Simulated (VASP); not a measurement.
# HfB2 (P6/mmm) in VASP: further runs

HfB2 is run at these levels: PBE-based global hybrid with 35 % exact exchange, PBE-based global hybrid with 50 % exact exchange; tasks: single point.

Everything below comes from runs of VASP 6.6.1. Logs are shortened: lines on timing, memory, paths and dates and some standing lists are left out, and cuts for length are marked.

## Step 1: The cell of the first run

The structure is hexagonal, space group P6/mmm (No. 191). Conventional cell: a = 3.140 Å, b = 3.140 Å, c = 3.480 Å, α = 90.00°, β = 90.00°, γ = 120.00°. Within 3.3 Å of Hf (site symmetry 6/mmm) lie 12 B at 2.51 Å and 6 Hf at 3.14 Å. Within 2.4 Å of B (site symmetry -6m2) lie 3 B at 1.81 Å.

## Step 2: Single point, PBE-based global hybrid with 35 % exact exchange

Contents of POSCAR:

```
HfB2
1.0
    3.1400000000      0.0000000000      0.0000000000
   -1.5700000000      2.7193197679      0.0000000000
    0.0000000000      0.0000000000      3.4800000000
Hf B
1 2
Direct
    0.0000000000      0.0000000000      0.0000000000
    0.6666666667      0.3333333333      0.5000000000
    0.3333333333      0.6666666667      0.5000000000
```

Contents of INCAR.step1:

```
  PREC = Accurate
  ENCUT = 520
  EDIFF = 1E-5
  ISMEAR = -1
  SIGMA = 0.05
  LREAL = F
  LASPH = T
  NELM = 100
  ALGO = Normal
  ISIF = 2
  LWAVE = T
  LCHARG = F
  NBANDS = 15
  GGA = PE
```

Contents of INCAR.step2:

```
  PREC = Accurate
  ENCUT = 520
  EDIFF = 1E-7
  ISMEAR = -1
  SIGMA = 0.05
  LREAL = F
  LASPH = T
  NELM = 100
  ALGO = Normal
  ISIF = 2
  LWAVE = F
  LCHARG = F
  GGA = PE
  LHFCALC = T
  AEXX = 0.35
  PRECFOCK = Normal
  NBANDS = 15
  ISTART = 1
```

Contents of KPOINTS:

```
Automatic mesh
0
Gamma
  6 6 5
```

Potentials or basis: VASP PAW PBE potentials, release 64 (Hf_pv, B).

The run is started by

```bash
cat potpaw_PBE.64/Hf_pv/POTCAR potpaw_PBE.64/B/POTCAR > POTCAR
cp INCAR.step1 INCAR
mpirun -np 1 vasp_std > vasp.out
cp INCAR.step2 INCAR
mpirun -np 1 vasp_std > vasp.out
```

OUTCAR:

```text
PREC = Accurate
   ENCUT = 520
   EDIFF = 1E-7
   ISMEAR = -1
   LREAL = F
   LASPH = T
   NELM = 100
   ISIF = 2
   GGA = PE
   LHFCALC = T
   AEXX = 0.35
   PRECFOCK = Normal
   ISTART = 1

 ion  position               nearest neighbor table
   1  0.000  0.000  0.000-   2 2.51   3 2.51   2 2.51   3 2.51   2 2.51   2 2.51   3 2.51   3 2.51
                             2 2.51   2 2.51   3 2.51   3 2.51
   2  0.667  0.333  0.500-   3 1.81   3 1.81   3 1.81   1 2.51   1 2.51   1 2.51   1 2.51   1 2.51
                             1 2.51
   3  0.333  0.667  0.500-   2 1.81   2 1.81   2 1.81   1 2.51   1 2.51   1 2.51   1 2.51   1 2.51
                             1 2.51

  LATTYP: Found a hexagonal cell.
 ALAT       =     3.1400000000
 C/A-ratio  =     1.1082802548

  Lattice vectors:

 A1 = (   3.1400000000,   0.0000000000,   0.0000000000)
 A2 = (  -1.5700000000,   2.7193197679,   0.0000000000)
 A3 = (   0.0000000000,   0.0000000000,   3.4800000000)

Analysis of symmetry for initial positions (statically):
=====================================================================
 Subroutine PRICEL returns:
 Original cell was already a primitive cell.

 Routine SETGRP: Setting up the symmetry group for a
 hexagonal supercell.

 Subroutine GETGRP returns: Found 24 space group operations
 (whereof 24 operations were pure point group operations)
 out of a pool of 24 trial point group operations.

The static configuration has the point symmetry D_6h.

Analysis of symmetry for dynamics (positions and initial velocities):
=====================================================================
 Subroutine PRICEL returns:
 Original cell was already a primitive cell.

 Routine SETGRP: Setting up the symmetry group for a
 hexagonal supercell.

 Subroutine GETGRP returns: Found 24 space group operations
 (whereof 24 operations were pure point group operations)
 out of a pool of 24 trial point group operations.

The dynamic configuration has the point symmetry D_6h.

 Subroutine INISYM returns: Found 24 space group operations
 (whereof 24 operations are pure point group operations),
 and found     1 'primitive' translations

----------------------------------------------------------------------------------------

                                     Primitive cell

  volume of cell :      29.7146

  direct lattice vectors                    reciprocal lattice vectors
     3.140000000  0.000000000  0.000000000     0.318471338  0.183869512  0.000000000
    -1.570000000  2.719319768  0.000000000     0.000000000  0.367739025  0.000000000
     0.000000000  0.000000000  3.480000000     0.000000000  0.000000000  0.287356322

  length of vectors
     3.140000000  3.140000000  3.480000000     0.367739025  0.367739025  0.287356322

  position of ions in fractional coordinates (direct lattice)
     0.000000000  0.000000000  0.000000000
     0.666666667  0.333333333  0.500000000
     0.333333333  0.666666667  0.500000000

  ion indices of the primitive-cell ions
   primitive index   ion index
                 1           1
                 2           2
                 3           3

----------------------------------------------------------------------------------------

 KPOINTS: Automatic mesh

Automatic generation of k-mesh.
 Grid dimensions read from file:
 generate k-points for:    6    6    5

 Generating k-lattice:

  Cartesian coordinates                     Fractional coordinates (reciprocal lattice)
     0.053078556  0.030644919  0.000000000     0.166666667  0.000000000  0.000000000
     0.000000000  0.061289837  0.000000000     0.000000000  0.166666667  0.000000000
     0.000000000  0.000000000  0.057471264     0.000000000  0.000000000  0.200000000

  Length of vectors
     0.061289837  0.061289837  0.057471264

  Shift w.r.t. Gamma in fractional coordinates (k-lattice)
     0.000000000  0.000000000  0.000000000

 Subroutine IBZKPT returns following result:
 ===========================================

 Found     21 irreducible k-points:

 Following reciprocal coordinates:
            Coordinates               Weight
  0.000000  0.000000  0.000000      1.000000
  0.166667  0.000000  0.000000      6.000000
  0.333333  0.000000  0.000000      6.000000
  0.500000  0.000000  0.000000      3.000000
  0.166667  0.166667  0.000000      6.000000
  0.333333  0.166667  0.000000     12.000000
[... 13 lines left out ...]
  0.333333  0.166667  0.400000     24.000000
  0.333333  0.333333  0.400000      4.000000
   k-points           NKPTS =     21   k-points in BZ     NKDIM =    180   number of bands    NBANDS=     15
   number of dos      NEDOS =    301   number of ions     NIONS =      3
   total plane-waves  NPLWV =  16128
   dimension x,y,z NGX =    24 NGY =   24 NGZ =   28
   dimension x,y,z NGXF=    48 NGYF=   48 NGZF=   56
   ions per type =               1   2
   NGX,Y,Z   is equivalent  to a cutoff of  12.71, 12.71, 13.38 a.u.
   NGXF,Y,Z  is equivalent  to a cutoff of  25.41, 25.41, 26.75 a.u.
 SYSTEM =  unknown system
   PREC   = accura    normal or accurate (medium, high low for compatibility)
   ISTART =      1    job   : 0-new  1-cont  2-samecut
   ICHARG =      0    charge: 1-file 2-atom 10-const
   ISPIN  =      1    spin polarized calculation?
   LNONCOLLINEAR =      F non collinear calculations
   LSORBIT =      F    spin-orbit coupling
   LASPH  =      T    aspherical Exc in radial PAW
   ENCUT  =  520.0 eV  38.22 Ry    6.18 a.u.   5.84  5.84  6.47*2*pi/ulx,y,z
   NELM   =    100;   NELMIN=  2; NELMDL=  0     # of ELM steps
   EDIFF  = 0.1E-06   stopping-criterion for ELM
   LREAL  =      F    real-space projection
   EDIFFG = 0.1E-05   stopping-criterion for IOM
   NSW    =      0    number of steps for IOM
   IBRION =     -1    ionic relax: 0-MD 1-quasi-New 2-CG
   NFREE  =      0    steps in history (QN), initial steepest desc. (CG)
   ISIF   =      2    stress and relaxation
   ISYM   =      3    0-nonsym 1-usesym 2-fastsym
   POTIM  = 0.5000    time-step for ionic-motion
   TEBEG  =    0.0;   TEEND  =   0.0 temperature during run
   PSTRESS=    0.0 pullay stress
   NELECT =      16.0000    total number of electrons
   NUPDOWN=      -1.0000    fix difference up-down
   EMIN   =  10.00;   EMAX   =-10.00  energy-range for DOS
   EFERMI =   0.00;   METHOD = LEGACY
   ISMEAR =    -1;   SIGMA  =   0.05  broadening in eV -4-tet -1-fermi 0-gaus
   EFERMI_NEDOS =   21; number of points for ismear=-14 and -15
   IALGO  =     38    algorithm
   IMIX   =      1    mixing-type and parameters
     AMIX     =   0.40;   BMIX     =  1.00
     AMIX_MAG =   1.60;   BMIX_MAG =  1.00
  volume/ion in A,a.u.               =       9.90        66.84
  Fermi-wavevector in a.u.,A,eV,Ry     =   1.331860  2.516850 24.134693  1.773850
  Thomas-Fermi vector in A             =   2.460838
   LORBIT       =      0    0 simple, 1 ext, 2 COOP (PROOUT), +10 PAW based schemes
   GGA     = PE    functional components
   LHFCALC =     T    Hartree Fock is set to
   PRECFOCK=normal    Normal, Fast or Accurate (Low or Medium for compatibility)
   ENCUT4O =  -1.0   cutoff for four orbital integrals eV
   NKREDX  =     1    reduce k-point grid by
   NKREDY  =     1    reduce k-point grid by
   NKREDZ  =     1    reduce k-point grid by
   AEXX    =    0.3500 exact exchange contribution
   HFSCREEN=    0.0000 screening length (either q_TF or 0.3 A-1)
   HFSCREENC=   0.0000 screening length for correlation (either q_TF or 0.3 A-1)
   ENCUTFOCK=  -1.0 apply spherical cutoff to Coloumb kernel
   IVDW    =     0    specifies the selected vdW correction
   LEPSILON=     F    determine dielectric tensor
   LRPA    =     F    only Hartree local field effects (RPA)
 non-spin polarized calculation
  energy-cutoff  :      520.00
  volume of cell :       29.71
 maximum number of plane-waves:       816
 NGX is ok and might be reduce to    24
  NGX = 18; NGY = 18; NGZ = 20

 number of electron      15.9999997 magnetization

 Free energy of the ion-electron system (eV)
  ---------------------------------------------------
  ext. energy  EPLUGINS =         0.00000000
  ---------------------------------------------------
  free energy    TOTEN  =       -33.07324390 eV

  energy without entropy =      -33.07023580  energy(sigma->0) =      -33.07173985

 E-fermi :   7.6309     XC(G=0):  -8.7983

 val. band max:        6.7567521775   @ k =   0.0000   0.0000   0.2000
 cond. band min:       7.7113928567   @ k =   0.3333   0.1667   0.0000
 fundamental gap:      0.9546406792
 Fermi energy:         7.6308945720

 k-point     1 :       0.0000    0.0000    0.0000
  band No.  band energies     occupation
      1     -26.8983      2.00000
      2     -26.3121      2.00000
      3     -26.3121      2.00000
      4      -9.3475      2.00000
      5       3.4691      2.00000
      6       3.4691      2.00000
      7       3.4966      2.00000
      8       3.5543      2.00000
      9      13.1357      0.00000
     10      13.1357      0.00000
     11      13.8636      0.00000
     12      13.8636      0.00000
     13      13.9228      0.00000
     14      13.9729      0.00000
     15      13.9729      0.00000

 k-point     2 :       0.1667    0.0000    0.0000
  band No.  band energies     occupation
      1     -26.8528      2.00000
      2     -26.5562      2.00000
      3     -26.3653      2.00000
      4      -8.6718      2.00000
      5       1.7037      2.00000
      6       3.0500      2.00000
      7       3.3831      2.00000
      8       4.1781      2.00000
      9      11.1424      0.00000
     10      12.6543      0.00000
     11      12.6805      0.00000
     12      13.3924      0.00000
     13      15.1682      0.00000
     14      16.4420      0.00000
     15      16.4782      0.00000
[... 311 lines left out ...]
      3     -26.6048      2.00000
      4      -5.2296      2.00000
      5      -2.2614      2.00000
      6       0.5388      2.00000
      7       2.0335      2.00000
      8       3.3509      2.00000
      9      12.5380      0.00000
     10      14.2739      0.00000
     11      14.9997      0.00000
     12      16.3755      0.00000
     13      16.6584      0.00000
     14      17.5728      0.00000
     15      18.5520      0.00000

 k-point    21 :       0.3333    0.3333    0.4000
  band No.  band energies     occupation
      1     -26.9635      2.00000
      2     -26.9066      2.00000
      3     -26.9066      2.00000
      4      -3.8875      2.00000
      5      -3.8875      2.00000
      6       0.0069      2.00000
      7       3.0427      2.00000
      8       3.0427      2.00000
      9      13.7992      0.00000
     10      14.4664      0.00000
     11      15.3775      0.00000
     12      15.3775      0.00000
     13      16.9335      0.00000
     14      16.9335      0.00000
     15      19.8978      0.00000

------------------------ aborting loop because EDIFF is reached ----------------------------------------

  FORCE on cell =-STRESS in cart. coord.  units (eV):
  Direction    XX          YY          ZZ          XY          YZ          ZX
  --------------------------------------------------------------------------------------
  -------------------------------------------------------------------------------------
  Total       -0.7432861     -0.7432861     -1.2436851      0.0000000      0.0000000      0.0000000
  in kB      -40.0772024    -40.0772024    -67.0581947      0.0000000      0.0000000      0.0000000
  external PRESSURE =     -49.0708665 kB  Pullay stress =       0.0000000 kB

 VOLUME and BASIS-vectors are now :
 -----------------------------------------------------------------------------
  energy-cutoff  :      520.00
  volume of cell :       29.71
      direct lattice vectors                 reciprocal lattice vectors
     3.140000000  0.000000000  0.000000000     0.318471338  0.183869512  0.000000000
    -1.570000000  2.719319768  0.000000000     0.000000000  0.367739025  0.000000000
     0.000000000  0.000000000  3.480000000     0.000000000  0.000000000  0.287356322

 POSITION                                       TOTAL-FORCE (eV/Angst)
 -----------------------------------------------------------------------------------
      0.00000      0.00000      0.00000         0.000000      0.000000      0.000000
      1.57000      0.90644      1.74000         0.000000     -0.000000      0.000000
     -0.00000      1.81288      1.74000        -0.000000      0.000000     -0.000000
 -----------------------------------------------------------------------------------
    total drift:                               -0.000000     -0.000000     -0.000000

  FREE ENERGIE OF THE ION-ELECTRON SYSTEM (eV)
  ---------------------------------------------------
  free  energy   TOTEN  =       -33.0732438989 eV

  energy  without entropy=      -33.0702358025  energy(sigma->0) =      -33.07173985
```

Run time: 27 min. Hardware: 1 thread of Oxide Virtual Turin-like, shared host; peak memory 0.13 GiB.

What came out:

```
Free energy            : -33.0732 eV
Pressure               : -4.9 GPa
Band gap on the k mesh : zero (bands 8 and 9 overlap by 1.27 eV)
```

Stress tensor (GPa, compression positive):
```
-4.01  0.00  0.00
 0.00 -4.01  0.00
 0.00  0.00 -6.71
```

Caveat: the k points lie up to 0.39 Å⁻¹ apart, too coarse for converged energies and pressures of a metal; the PAW data sets were made with another functional, which shifts forces and pressure a little; spin-orbit coupling is left out, which moves the levels of the heavy elements.

## Step 3: Single point, PBE-based global hybrid with 50 % exact exchange

POSCAR is that of step 2.

Contents of INCAR.step1:

```
SYSTEM = HfB2
PREC = Accurate
ENCUT = 520
EDIFF = 1E-5
ISMEAR = -1
SIGMA = 0.05
LREAL = .FALSE.
LASPH = .TRUE.
NELM = 100
ALGO = Normal
ISIF = 2
LWAVE = .TRUE.
GGA = PE
NBANDS = 15
```

Contents of INCAR.step2:

```
SYSTEM = HfB2
PREC = Accurate
ENCUT = 520
EDIFF = 1E-6
ISMEAR = -1
SIGMA = 0.05
LREAL = .FALSE.
LASPH = .TRUE.
NELM = 100
ALGO = Normal
ISIF = 2
LWAVE = .FALSE.
LCHARG = .TRUE.
GGA = PE
LHFCALC = .TRUE.
AEXX = 0.5
PRECFOCK = Normal
LELF = .TRUE.
LVHAR = .TRUE.
ISTART = 1
NBANDS = 15
```

Contents of KPOINTS:

```
regular mesh
0
G
  6 6 5
  0 0 0
```

Potentials or basis: VASP PAW PBE potentials, release 64 (Hf_pv, B).

The run is started by

```bash
cat potpaw_PBE.64/Hf_pv/POTCAR potpaw_PBE.64/B/POTCAR > POTCAR
cp INCAR.step1 INCAR
mpirun -np 1 vasp_std > vasp.out
cp INCAR.step2 INCAR
mpirun -np 1 vasp_std > vasp.out
```

It took 30 min on 1 thread of Oxide Virtual Turin-like, shared host; peak memory 0.14 GiB.

The run converged. Its results:

```
Free energy            : -35.9993 eV
Pressure               : -7.3 GPa
Band gap on the k mesh : zero (bands 8 and 9 overlap by 1.50 eV)
```

Stress tensor (GPa, compression positive):
```
-6.30  0.00  0.00
 0.00 -6.30  0.00
 0.00  0.00 -9.40
```

Levels at points of the mesh, in eV from the Fermi level:
```csv
k point,band 4,band 5,band 6,band 7,band 8,band 9,band 10,band 11,band 12,band 13
"(0.00, 0.00, 0.00)",-18.53,-4.89,-4.88,-4.88,-4.70,5.99,5.99,6.68,6.74,6.74
"(0.50, 0.00, 0.00)",-13.56,-12.87,-6.27,-5.64,-4.51,3.23,4.33,7.68,7.85,7.93
```

Caveat: the k points lie up to 0.39 Å⁻¹ apart, too coarse for converged energies and pressures of a metal; the PAW data sets were made with another functional, which shifts forces and pressure a little; spin-orbit coupling is left out, which moves the levels of the heavy elements.

The gap in the log of VASP goes by the Fermi energy; the results here count the filled bands.